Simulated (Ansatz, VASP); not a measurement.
## Two plane-wave programs on Ti12Si

INCAR

```
ALGO = Normal
DIPOL = 0.5 0.5 0.308
EDIFF = 1E-6
ENCUT = 520
GGA = PE
IDIPOL = 3
ISIF = 2
ISMEAR = 0
IVDW = 12
LASPH = True
LCHARG = False
LDIPOL = True
LREAL = False
LWAVE = False
NBANDS = 86
NELM = 100
PREC = Accurate
SIGMA = 0.1
```

The input KPOINTS:

```
k-points
0
Gamma
  6 6 1
```

File POSCAR:

```
Ti12Si
1.0
    5.7099611434      0.0000000000      0.0000000000
   -2.8549805717      4.9449714048      0.0000000000
    0.0000000000      0.0000000000     21.5932633302
Ti Si
12 1
Direct
    0.3333333333      0.1666666667      0.1852429593
    0.3333333333      0.6666666667      0.1852429593
    0.8333333333      0.1666666667      0.1852429593
    0.8333333333      0.6666666667      0.1852429593
    0.1666666667      0.3333333333      0.2894365806
    0.1666666667      0.8333333333      0.2894365806
    0.6666666667      0.3333333333      0.2894365806
    0.6666666667      0.8333333333      0.2894365806
    0.0000000000      0.0000000000      0.3933293083
    0.0000000000      0.5000000000      0.3933293083
    0.5000000000      0.0000000000      0.3933293083
    0.5000000000      0.5000000000      0.3933293083
    0.0000000000      0.2500000000      0.5368926018
```

Input for Ansatz:

```yaml
crystal:
  lattice:
    - [5.7099611434, 0.0, 0.0]
    - [-2.8549805717, 4.9449714048, 0.0]
    - [0.0, 0.0, 21.5932633302]
  atoms:
    - { symbol: Ti, position: [0.3333333333, 0.1666666667, 0.1852429593] }
    - { symbol: Ti, position: [0.3333333333, 0.6666666667, 0.1852429593] }
    - { symbol: Ti, position: [0.8333333333, 0.1666666667, 0.1852429593] }
    - { symbol: Ti, position: [0.8333333333, 0.6666666667, 0.1852429593] }
    - { symbol: Ti, position: [0.1666666667, 0.3333333333, 0.2894365806] }
    - { symbol: Ti, position: [0.1666666667, 0.8333333333, 0.2894365806] }
    - { symbol: Ti, position: [0.6666666667, 0.3333333333, 0.2894365806] }
    - { symbol: Ti, position: [0.6666666667, 0.8333333333, 0.2894365806] }
    - { symbol: Ti, position: [0.0, 0.0, 0.3933293083] }
    - { symbol: Ti, position: [0.0, 0.5, 0.3933293083] }
    - { symbol: Ti, position: [0.5, 0.0, 0.3933293083] }
    - { symbol: Ti, position: [0.5, 0.5, 0.3933293083] }
    - { symbol: Si, position: [0.0, 0.25, 0.5368926018] }
basis:
  ecutwfc: 420
kpoints:
  mp_grid: { grid: [6, 6, 1] }
hamiltonian:
  xc: pbe
  pseudopotentials: { kind: paw, azcp: { folder: soft_1 } }
  dispersion: d3bj
scf:
  occupations: { method: gaussian, width: 0.1 }
output:
  forces: true
  eigenvalues: true
efield:
  axis: 3
  dipole_correction: true
  ramp_width: 0.04
```

Alike in both runs: task single point; functional PBE; dispersion D3(BJ); k mesh 6 × 6 × 1; occupations gaussian, width 0.1 eV; no spin polarisation.

```csv
,VASP,Ansatz
version,VASP 6.6.1,Ansatz 0.2.0
potentials or method,"VASP PAW PBE potentials, release 64 (Ti_sv, Si), cutoff 520 eV","scalar-relativistic, plane waves, PAW"
valence electrons in the cell,148,148
```

Ansatz gave:

- gap on the k mesh at the Fermi level (eV): none
- rms of the force components (eV/Å): 0.497

What did VASP give for the same quantities?

gap on the k mesh at the Fermi level (eV): none; rms of the force components (eV/Å): 0.496.

Atom by atom the forces differ by 0.007 eV/Å (rms over components). A gap of «none» marks a metal or a gap that the smearing closes.
